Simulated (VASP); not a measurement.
Runs of VASP 6.6.1 on Cd. The structure is that of space group Pm-3m (No. 221), or close to it. The cells are those of the table. 

```tsv
task	cell	k mesh	cutoff (eV)	gap on the mesh (eV)	pressure (GPa)
single point	a = 2.961 Å, 1 atom	17 × 17 × 17	520	none	3.0
relaxation of cell and atoms	relaxed from a = 2.857 Å, 1 atom	11 × 11 × 11	600	none	0.0
single point	a = 2.917 Å, 1 atom	17 × 17 × 17	520	none	(a)
single point	a = 3.003 Å, 1 atom	17 × 17 × 17	520	none	1.5
single point	a = 3.084 Å, 1 atom	17 × 17 × 17	520	none	-0.6
```

Alike in all rows: level revPBE; potentials or basis VASP PAW PBE potentials, release 64 (Cd); no spin polarisation; smearing fermi-dirac 0.1 eV.

Problem. Fill in the values left out.

Solution. (a) 5.0.

Caveats: the PAW data sets were made with another functional, which shifts forces and pressure a little.

A k mesh can miss the band edges, and the runs leave out spin-orbit coupling on Cd.

A gap of «none» marks levels without a gap at the run's occupations.
